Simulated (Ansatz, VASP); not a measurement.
This is a calculation of O for VASP 6.6.1.

The input INCAR:

```
SYSTEM = O
ALGO = Normal
EDIFF = 1E-6
ENCUT = 520
GGA = CA
ISIF = 2
ISMEAR = -1
LASPH = .TRUE.
LCHARG = .FALSE.
LREAL = .FALSE.
LWAVE = .FALSE.
NBANDS = 13
NELM = 80
PREC = Accurate
SIGMA = 0.05
```

File KPOINTS:

```
k-points
0
G
  10 10 7
  0 0 0
```

The input POSCAR:

```
O
1.0
    2.9073269111     -1.6950206086      0.0000000000
    2.9073269111      1.6950206086      0.0000000000
   -2.4414541381      0.0000000000      3.7185791300
O
2
Direct
    0.9745461700      0.9745461700      0.8444259800
    0.0254538300      0.0254538300      0.1555740200
```

Potentials or basis: VASP PAW LDA potentials, release 64 (O).

Run with:

```bash
$ cat potpaw_LDA.64/O/POTCAR > POTCAR
$ mpirun -np 1 vasp_std > vasp.out
```

Set up the same calculation for Ansatz 0.2.0. Potentials there: Ansatz PAW.

As run (the cutoff follows the program's own potentials):

The input input.yaml:

```yaml
crystal:
  lattice:
    - [2.9073269111, -1.6950206086, 0.0]
    - [2.9073269111, 1.6950206086, 0.0]
    - [-2.4414541381, 0.0, 3.71857913]
  atoms:
    - { symbol: O, position: [0.97454617, 0.97454617, 0.84442598] }
    - { symbol: O, position: [0.02545383, 0.02545383, 0.15557402] }
hamiltonian:
  xc: lda
  pseudopotentials: { kind: paw }
kpoints:
  mp_grid: { grid: [10, 10, 7] }
scf:
  occupations: { method: fermi_dirac, width: 0.05 }
output:
  forces: true
  stress: true
  eigenvalues: true
```

Potentials or basis: Ansatz PAW.

Launch:

```bash
$ ansatz run input.yaml --threads 2 --pin off --max-ram 5632MiB --backend cpu --events-out ev --progress --plain --runs-dir out
```

Both were run:

|  | VASP | Ansatz | Ansatz less VASP |
| --- | --- | --- | --- |
| gap on the k mesh at the Fermi level (eV) | none | none | - |
| pressure (GPa) | -6.7 | -8.6 | -1.92 |
| traceless stress, the component that is largest in VASP (GPa) | -5.11 | -8.59 | -3.483 |
| rms of the force components (eV/Å) | 0.974 | 1.673 | +0.6995 |

LDA's correlation is that of Perdew and Zunger in VASP and of Perdew and Wang (1992) in Ansatz. Atom by atom the forces differ by 0.701 eV/Å (rms over components). A gap of «none» marks a metal or a gap that the smearing closes.

Noted on VASP's run: the standard files for N, O and F lose accuracy on very short bonds; spin is off for a triplet molecule. Noted on Ansatz's run: spin is off for a triplet molecule.
